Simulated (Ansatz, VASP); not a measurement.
Pd in VASP and in Ansatz

File POSCAR:

```
Pd
1.0
    0.0000000000      1.9138452607      1.9138452607
    1.9138452607      0.0000000000      1.9138452607
    1.9138452607      1.9138452607      0.0000000000
Pd
1
Direct
    0.0000000000      0.0000000000      0.0000000000
```

Contents of INCAR.step1:

```
ALGO     = Normal         # electronic algorithm
EDIFF    = 1E-5           # SCF threshold, eV
ENCUT    = 550            # plane-wave cutoff, eV
GGA      = PE             # functional
GGA_COMPAT= F            
ISMEAR   = 0              # smearing method
LASPH    = T              # aspherical terms in the spheres
LCHARG   = F              # write CHGCAR
LREAL    = F              # projectors in reciprocal space
LWAVE    = T              # write WAVECAR
NBANDS   = 11             # bands
NELM     = 120            # most SCF steps
PREC     = Accurate       # precision mode
SIGMA    = 0.1            # smearing width, eV
```

Contents of INCAR.step2:

```
ALGO     = Normal         # electronic algorithm
EDIFF    = 1E-6           # SCF threshold, eV
ENCUT    = 550            # plane-wave cutoff, eV
GGA_COMPAT= F            
ISIF     = 2              # what is computed and relaxed
ISMEAR   = 0              # smearing method
ISTART   = 1            
LASPH    = T              # aspherical terms in the spheres
LCHARG   = T              # write CHGCAR
LELF     = T              # ELF
LMIXTAU  = T            
LREAL    = F              # projectors in reciprocal space
LVHAR    = T            
LWAVE    = F              # write WAVECAR
METAGGA  = R2SCAN         # meta-GGA
NBANDS   = 11             # bands
NELM     = 120            # most SCF steps
PREC     = Accurate       # precision mode
SIGMA    = 0.1            # smearing width, eV
```

Contents of KPOINTS:

```
k-points
0
Gamma
  18 18 18
```

Input for Ansatz:

```yaml
crystal:
  lattice:
    - [0.0, 1.9138452607, 1.9138452607]
    - [1.9138452607, 0.0, 1.9138452607]
    - [1.9138452607, 1.9138452607, 0.0]
  atoms:
    - { symbol: Pd, position: [0.0, 0.0, 0.0] }
basis:
  ecutwfc: 500
kpoints:
  mp_grid: { grid: [18, 18, 18] }
hamiltonian:
  xc: r2scan
scf:
  occupations: { method: gaussian, width: 0.1 }
output:
  forces: true
  stress: true
  eigenvalues: true
  write_density: true
  write_potential: true
  elf: true
  volumetric_format: npy
```

Alike in both runs: task single point; functional r2SCAN; k mesh 18 × 18 × 18; occupations gaussian, width 0.1 eV; no spin polarisation.

|  | VASP | Ansatz |
| --- | --- | --- |
| version | VASP 6.6.1 | Ansatz 0.2.0 |
| potentials or method | VASP PAW PBE potentials, release 64 (Pd), cutoff 550 eV | scalar-relativistic, plane waves, PAW |
| valence electrons in the cell | 10 | 18 |

```csv
,VASP,Ansatz,Ansatz less VASP
gap on the k mesh at the Fermi level (eV),none,none,-
pressure (GPa),14.6,13.6,-0.99
```

VASP's potentials were made for PBE, not for r2SCAN. A gap of «none» marks a metal or a gap that the smearing closes. VASP's potentials hold 10 valence electrons a cell and Ansatz's 18, so a difference there can come from the potentials and not from the codes.
